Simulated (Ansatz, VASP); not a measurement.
# Two plane-wave programs on Al

File INCAR:

```
PREC     = Accurate       # precision mode
ENCUT    = 520            # plane-wave cutoff, eV
EDIFF    = 1E-7           # SCF threshold, eV
ISMEAR   = 0              # smearing method
SIGMA    = 0.15           # smearing width, eV
LREAL    = F              # projectors in reciprocal space
LASPH    = T              # aspherical terms in the spheres
NELM     = 100            # most SCF steps
ALGO     = Fast           # electronic algorithm
ISIF     = 2              # what is computed and relaxed
LWAVE    = F              # write WAVECAR
LCHARG   = F              # write CHGCAR
GGA      = PE             # functional
IVDW     = 12             # dispersion correction
NBANDS   = 22             # bands
```

File KPOINTS:

```
Automatic mesh
0
Gamma
  16 16 2
```

POSCAR

```
Al
1.0
   -2.8144222649      0.0000000000      0.0000000000
   -1.4072111325     -2.4373611784      0.0000000000
   -0.4690703775     -0.4062268631     18.4820941423
Al
8
Direct
    0.9947916667      0.9895833333      0.0625000000
    0.9531250000      0.9062500000      0.5625000000
    0.2760416667      0.2187500000      0.6875000000
    0.3177083333      0.3020833333      0.1875000000
   -0.0677083333     -0.1354166667      0.8125000000
   -0.0260416667     -0.0520833333      0.3125000000
    0.5885416667      0.5104166667      0.9375000000
    0.6302083333      0.5937500000      0.4375000000
```

Input for Ansatz:

```yaml
crystal:
  lattice:
    - [-2.8144222649, 0.0, 0.0]
    - [-1.4072111325, -2.4373611784, 0.0]
    - [-0.4690703775, -0.4062268631, 18.4820941423]
  atoms:
    - { symbol: Al, position: [0.9947916667, 0.9895833333, 0.0625] }
    - { symbol: Al, position: [0.953125, 0.90625, 0.5625] }
    - { symbol: Al, position: [0.2760416667, 0.21875, 0.6875] }
    - { symbol: Al, position: [0.3177083333, 0.3020833333, 0.1875] }
    - { symbol: Al, position: [-0.0677083333, -0.1354166667, 0.8125] }
    - { symbol: Al, position: [-0.0260416667, -0.0520833333, 0.3125] }
    - { symbol: Al, position: [0.5885416667, 0.5104166667, 0.9375] }
    - { symbol: Al, position: [0.6302083333, 0.59375, 0.4375] }
basis:
  ecutwfc: 420
kpoints:
  mp_grid: { grid: [16, 16, 2] }
hamiltonian:
  xc: pbe
  pseudopotentials: { kind: paw, azcp: { folder: soft_1 } }
  dispersion: d3bj
scf:
  occupations: { method: gaussian, width: 0.15 }
output:
  forces: true
  stress: true
  eigenvalues: true
```

Alike in both runs: task single point; functional PBE; dispersion D3(BJ); k mesh 16 × 16 × 2; occupations gaussian, width 0.15 eV; no spin polarisation.

```csv
,VASP,Ansatz
version,VASP 6.6.1,Ansatz 0.2.0
potentials or method,"VASP PAW PBE potentials, release 64 (Al), cutoff 520 eV","scalar-relativistic, plane waves, PAW"
valence electrons in the cell,24,24
```

VASP gave:

| Item | Value |
| --- | --- |
| gap on the k mesh at the Fermi level (eV) | none |
| pressure (GPa) | 0.3 |
| traceless stress, the component that is largest in VASP (GPa) | 0.89 |
| rms of the force components (eV/Å) | 0.080 |

**Question.** Which values does Ansatz return?

**Answer.** gap on the k mesh at the Fermi level (eV): none; pressure (GPa): 0.3; traceless stress, the component that is largest in VASP (GPa): 0.88; rms of the force components (eV/Å): 0.079.

Atom by atom the forces differ by 0.000 eV/Å (rms over components). A gap of «none» marks a metal or a gap that the smearing closes.
